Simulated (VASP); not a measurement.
# Ge (R-3) in VASP: single point with PBE

Aim: the single point of Ge with PBE.

All numbers are computed with VASP 6.6.1; they aren't measurements. Logs are shortened: lines on timing, memory, paths and dates and some standing lists are left out, and cuts for length are marked.

## Step 1: The cell of the first run

The structure is trigonal, space group R-3 (No. 148). The conventional cell has a = 10.011 Å, b = 10.011 Å, c = 5.973 Å, α = 90.00°, β = 90.00°, γ = 120.00°. Within 3.5 Å of Ge (site symmetry 3) lie 5 Ge at 2.52 to 3.41 Å. Ge (site symmetry 1) has 4 Ge at 2.51 to 2.54 Å within 3.3 Å.

## Step 2: Single point, PBE

Contents of INCAR:

```
SYSTEM = Ge
  PREC = Accurate
  ENCUT = 520
  EDIFF = 1E-7
  ISMEAR = 0
  SIGMA = 0.1
  LREAL = .FALSE.
  LASPH = .TRUE.
  NELM = 60
  ALGO = Normal
  ISIF = 2
  LWAVE = .FALSE.
  LCHARG = .TRUE.
  GGA = PE
  LELF = .TRUE.
  LVHAR = .TRUE.
  NBANDS = 66
```

Contents of KPOINTS:

```
regular mesh
0
G
  6 6 6
  0 0 0
```

Contents of POSCAR:

```
Ge
1.0
    5.0056354794      2.8900049915      1.9908730968
   -5.0056354794      2.8900049915      1.9908730968
    0.0000000000     -5.7800099829      1.9908730968
Ge
8
Direct
    0.7142042910      0.7142042910      0.7142042910
    0.2857957090      0.2857957090      0.2857957090
    0.0269915188      0.7228863764      0.5299820778
    0.5299820778      0.0269915188      0.7228863764
    0.7228863764      0.5299820778      0.0269915188
    0.9730084812      0.2771136236      0.4700179222
    0.4700179222      0.9730084812      0.2771136236
    0.2771136236      0.4700179222      0.9730084812
```

Potentials or basis: VASP PAW PBE potentials, release 64 (Ge_d).

Run with:

```
$ cat potpaw_PBE.64/Ge_d/POTCAR > POTCAR
$ mpirun -np 1 vasp_std > vasp.out
```

OUTCAR:

```text
SYSTEM = Ge
   PREC = Accurate
   ENCUT = 520
   EDIFF = 1E-7
   ISMEAR = 0
   LREAL = .FALSE.
   LASPH = .TRUE.
   NELM = 60
   ISIF = 2
   GGA = PE

 ion  position               nearest neighbor table
   1  0.714  0.714  0.714-   5 2.52   3 2.52   4 2.52   2 2.56
   2  0.286  0.286  0.286-   8 2.52   6 2.52   7 2.52   1 2.56
   3  0.027  0.723  0.530-   6 2.51   1 2.52   5 2.54   4 2.54
   4  0.530  0.027  0.723-   7 2.51   1 2.52   5 2.54   3 2.54
   5  0.723  0.530  0.027-   8 2.51   1 2.52   3 2.54   4 2.54
   6  0.973  0.277  0.470-   3 2.51   2 2.52   8 2.54   7 2.54
   7  0.470  0.973  0.277-   4 2.51   2 2.52   8 2.54   6 2.54
   8  0.277  0.470  0.973-   5 2.51   2 2.52   6 2.54   7 2.54

  LATTYP: Found a trigonal (rhomboedric) cell.
 ALAT       =     6.1132717174
 COS(alpha) =    -0.3409143466

  Lattice vectors:

 A1 = (   5.0056354794,   2.8900049915,   1.9908730968)
 A2 = (  -5.0056354794,   2.8900049915,   1.9908730968)
 A3 = (   0.0000000000,  -5.7800099829,   1.9908730968)

Analysis of symmetry for initial positions (statically):
=====================================================================
 Subroutine PRICEL returns:
 Original cell was already a primitive cell.

 Routine SETGRP: Setting up the symmetry group for a
 trigonal (rhombohedral) supercell.

 Subroutine GETGRP returns: Found  6 space group operations
 (whereof  6 operations were pure point group operations)
 out of a pool of 12 trial point group operations.

The static configuration has the point symmetry S_6 .

Analysis of symmetry for dynamics (positions and initial velocities):
=====================================================================
 Subroutine PRICEL returns:
 Original cell was already a primitive cell.

 Routine SETGRP: Setting up the symmetry group for a
 trigonal (rhombohedral) supercell.

 Subroutine GETGRP returns: Found  6 space group operations
 (whereof  6 operations were pure point group operations)
 out of a pool of 12 trial point group operations.

The dynamic configuration has the point symmetry S_6 .

 Subroutine INISYM returns: Found  6 space group operations
 (whereof  6 operations are pure point group operations),
 and found     1 'primitive' translations

----------------------------------------------------------------------------------------

                                     Primitive cell

  volume of cell :     172.8035

  direct lattice vectors                    reciprocal lattice vectors
     5.005635479  2.890004992  1.990873097     0.099887417  0.057670027  0.167430729
    -5.005635479  2.890004992  1.990873097    -0.099887417  0.057670027  0.167430729
     0.000000000 -5.780009983  1.990873097     0.000000000 -0.115340055  0.167430729

  length of vectors
     6.113271717  6.113271717  6.113271717     0.203313495  0.203313495  0.203313495

  position of ions in fractional coordinates (direct lattice)
     0.714204291  0.714204291  0.714204291
     0.285795709  0.285795709  0.285795709
     0.026991519  0.722886376  0.529982078
     0.529982078  0.026991519  0.722886376
     0.722886376  0.529982078  0.026991519
     0.973008481  0.277113624  0.470017922
     0.470017922  0.973008481  0.277113624
     0.277113624  0.470017922  0.973008481

  ion indices of the primitive-cell ions
   primitive index   ion index
                 1           1
                 2           2
                 3           3
                 4           4
                 5           5
                 6           6
                 7           7
                 8           8

----------------------------------------------------------------------------------------

 KPOINTS: regular mesh

Automatic generation of k-mesh.
 Grid dimensions read from file:
 generate k-points for:    6    6    6

 Generating k-lattice:

  Cartesian coordinates                     Fractional coordinates (reciprocal lattice)
     0.016647903  0.009611671  0.027905121     0.166666667  0.000000000  0.000000000
    -0.016647903  0.009611671  0.027905121     0.000000000  0.166666667  0.000000000
     0.000000000 -0.019223342  0.027905121     0.000000000  0.000000000  0.166666667

  Length of vectors
     0.033885582  0.033885582  0.033885582

  Shift w.r.t. Gamma in fractional coordinates (k-lattice)
     0.000000000  0.000000000  0.000000000

 Subroutine IBZKPT returns following result:
 ===========================================

 Found     40 irreducible k-points:

 Following reciprocal coordinates:
            Coordinates               Weight
  0.000000  0.000000  0.000000      1.000000
  0.166667  0.000000  0.000000      6.000000
  0.333333  0.000000  0.000000      6.000000
  0.500000  0.000000 -0.000000      3.000000
  0.166667  0.166667  0.000000      6.000000
  0.333333  0.166667 -0.000000      6.000000
[... 16 lines left out ...]
  0.333333  0.333333  0.166667      6.000000
  0.500000  0.333333  0.166667      6.000000
 [... further k-points ...]
   k-points           NKPTS =     40   k-points in BZ     NKDIM =     40   number of bands    NBANDS=     66
   number of dos      NEDOS =    301   number of ions     NIONS =      8
   total plane-waves  NPLWV = 110592
   dimension x,y,z NGX =    48 NGY =   48 NGZ =   48
   dimension x,y,z NGXF=    96 NGYF=   96 NGZF=   96
   ions per type =               8
   NGX,Y,Z   is equivalent  to a cutoff of  13.05, 13.05, 13.05 a.u.
   NGXF,Y,Z  is equivalent  to a cutoff of  26.11, 26.11, 26.11 a.u.
 SYSTEM =  Ge
   PREC   = accura    normal or accurate (medium, high low for compatibility)
   ISTART =      0    job   : 0-new  1-cont  2-samecut
   ICHARG =      2    charge: 1-file 2-atom 10-const
   ISPIN  =      1    spin polarized calculation?
   LNONCOLLINEAR =      F non collinear calculations
   LSORBIT =      F    spin-orbit coupling
   LASPH  =      T    aspherical Exc in radial PAW
   ENCUT  =  520.0 eV  38.22 Ry    6.18 a.u.  11.37 11.37 11.37*2*pi/ulx,y,z
   NELM   =     60;   NELMIN=  2; NELMDL= -5     # of ELM steps
   EDIFF  = 0.1E-06   stopping-criterion for ELM
   LREAL  =      F    real-space projection
   EDIFFG = 0.1E-05   stopping-criterion for IOM
   NSW    =      0    number of steps for IOM
   IBRION =     -1    ionic relax: 0-MD 1-quasi-New 2-CG
   NFREE  =      0    steps in history (QN), initial steepest desc. (CG)
   ISIF   =      2    stress and relaxation
   ISYM   =      2    0-nonsym 1-usesym 2-fastsym
   POTIM  = 0.5000    time-step for ionic-motion
   TEBEG  =    0.0;   TEEND  =   0.0 temperature during run
   PSTRESS=    0.0 pullay stress
   NELECT =     112.0000    total number of electrons
   NUPDOWN=      -1.0000    fix difference up-down
   EMIN   =  10.00;   EMAX   =-10.00  energy-range for DOS
   EFERMI =   0.00;   METHOD = LEGACY
   ISMEAR =     0;   SIGMA  =   0.10  broadening in eV -4-tet -1-fermi 0-gaus
   EFERMI_NEDOS =   21; number of points for ismear=-14 and -15
   IALGO  =     38    algorithm
   IMIX   =      4    mixing-type and parameters
     AMIX     =   0.40;   BMIX     =  1.00
     AMIX_MAG =   1.60;   BMIX_MAG =  1.00
  volume/ion in A,a.u.               =      21.60       145.77
  Fermi-wavevector in a.u.,A,eV,Ry     =   1.416761  2.677290 27.309778  2.007212
  Thomas-Fermi vector in A             =   2.538062
   LORBIT       =      0    0 simple, 1 ext, 2 COOP (PROOUT), +10 PAW based schemes
   GGA     = PE    functional components
   LHFCALC =     F    Hartree Fock is set to
   AEXX    =    0.0000 exact exchange contribution
   IVDW    =     0    specifies the selected vdW correction
   LEPSILON=     F    determine dielectric tensor
   LRPA    =     F    only Hartree local field effects (RPA)
 non-spin polarized calculation
 Gauss-broadening in eV      SIGMA  =   0.10
  energy-cutoff  :      520.00
  volume of cell :      172.80
 maximum number of plane-waves:      4676
 NGX is ok and might be reduce to    48
   NGX = 23   NGY = 23   NGZ = 23

 number of electron     111.9999980 magnetization

 Free energy of the ion-electron system (eV)
  ---------------------------------------------------
  ext. energy  EPLUGINS =         0.00000000
  ---------------------------------------------------
  free energy    TOTEN  =       -34.98265099 eV

  energy without entropy =      -34.97637473  energy(sigma->0) =      -34.97951286

 E-fermi :   5.2319     XC(G=0): -10.3697

 val. band max:        5.1755170026   @ k =  -0.3333   0.5000   0.3333
 cond. band min:       5.2508698391   @ k =   0.5000   0.3333   0.3333
 fundamental gap:      0.0753528365
 Fermi energy:         5.2318881505

 k-point     1 :       0.0000    0.0000    0.0000
  band No.  band energies     occupation
      1     -19.4920      2.00000
      2     -19.4920      2.00000
      3     -19.4875      2.00000
      4     -19.4765      2.00000
      5     -19.4765      2.00000
      6     -19.4604      2.00000
[... 58 lines left out ...]
     65      10.2998      0.00000
     66      11.5320      0.00000

 k-point     2 :       0.1667    0.0000    0.0000
  band No.  band energies     occupation
      1     -19.4925      2.00000
      2     -19.4897      2.00000
      3     -19.4864      2.00000
      4     -19.4776      2.00000
      5     -19.4736      2.00000
      6     -19.4605      2.00000
[... 58 lines left out ...]
     65      10.0454      0.00000
     66      10.4810      0.00000

 k-point     3 :       0.3333    0.0000    0.0000
  band No.  band energies     occupation
      1     -19.4934      2.00000
      2     -19.4861      2.00000
      3     -19.4821      2.00000
      4     -19.4780      2.00000
      5     -19.4702      2.00000
      6     -19.4598      2.00000
[... 1438 lines left out ...]
     65       9.7075      0.00000
     66      10.0880      0.00000

 k-point    24 :       0.5000    0.3333    0.1667
  band No.  band energies     occupation
      1     -19.4910      2.00000
      2     -19.4893      2.00000
      3     -19.4876      2.00000
      4     -19.4708      2.00000
      5     -19.4674      2.00000
      6     -19.4597      2.00000
[... 58 lines left out ...]
     65       9.3131      0.00000
     66      10.6157      0.00000

 [... further k-points ...]

------------------------ aborting loop because EDIFF is reached ----------------------------------------

  FORCE on cell =-STRESS in cart. coord.  units (eV):
  Direction    XX          YY          ZZ          XY          YZ          ZX
  --------------------------------------------------------------------------------------
  -------------------------------------------------------------------------------------
  Total       -0.0509608     -0.0509608     -0.0236421     -0.0000003     -0.0000000     -0.0000000
  in kB       -0.4724921     -0.4724921     -0.2192022     -0.0000029     -0.0000000     -0.0000000
  external PRESSURE =      -0.3880621 kB  Pullay stress =       0.0000000 kB

 VOLUME and BASIS-vectors are now :
 -----------------------------------------------------------------------------
  energy-cutoff  :      520.00
  volume of cell :      172.80
      direct lattice vectors                 reciprocal lattice vectors
     5.005635479  2.890004992  1.990873097     0.099887417  0.057670027  0.167430729
    -5.005635479  2.890004992  1.990873097    -0.099887417  0.057670027  0.167430729
     0.000000000 -5.780009983  1.990873097     0.000000000 -0.115340055  0.167430729

 POSITION                                       TOTAL-FORCE (eV/Angst)
 -----------------------------------------------------------------------------------
      0.00000      0.00000      4.26567         0.000000      0.000000      0.004881
      0.00000      0.00000      1.70695         0.000000     -0.000000     -0.004881
     -3.48340     -0.89615      2.54804         0.003819      0.001380     -0.001620
      2.51779     -2.56863      2.54804        -0.003105      0.002617     -0.001620
      0.96561      3.46478      2.54804        -0.000714     -0.003998     -0.001620
      3.48340      0.89615      3.42458        -0.003819     -0.001380      0.001620
     -2.51779      2.56863      3.42458         0.003105     -0.002617      0.001620
     -0.96561     -3.46478      3.42458         0.000714      0.003998      0.001620
 -----------------------------------------------------------------------------------
    total drift:                                0.000000     -0.000000      0.000000

  FREE ENERGIE OF THE ION-ELECTRON SYSTEM (eV)
  ---------------------------------------------------
  free  energy   TOTEN  =       -34.9826509870 eV

  energy  without entropy=      -34.9763747300  energy(sigma->0) =      -34.97951286
```

Run time: 12 min. Hardware: 1 thread of AMD EPYC 7R43 (Zen 3), shared host; peak memory 0.46 GiB.

Results:

- Free energy: -34.9827 eV
- Pressure: 0.0 GPa
- Largest force: 0.005 eV/Å
- Band gap on the k mesh: zero (bands 56 and 57 overlap by 0.51 eV)

Forces on the atoms (eV/Å):
```
Ge   0.000  0.000  0.005
Ge   0.000  0.000 -0.005
Ge   0.004  0.001 -0.002
Ge  -0.003  0.003 -0.002
Ge  -0.001 -0.004 -0.002
Ge  -0.004 -0.001  0.002
Ge   0.003 -0.003  0.002
Ge   0.001  0.004  0.002
```

Levels at points of the mesh, in eV from the Fermi level:
```
           k point  band 54  band 55  band 56  band 57  band 58  band 59
(0.00, 0.00, 0.00)    -1.14    -1.14    -0.65     1.44     1.78     1.78
(0.50, 0.00, 0.00)    -1.32    -1.10    -0.75    -0.12     1.43     1.46
(0.50, 0.50, 0.00)    -1.53    -1.40    -0.95     0.63     0.77     1.55
(0.50, 0.50, 0.50)    -2.05     0.39     0.39     1.00     1.24     2.64
```

Caveat: semilocal functionals underestimate gaps, and a narrow one can read as zero.

The gap in the log of VASP goes by the Fermi energy; the results here count the filled bands.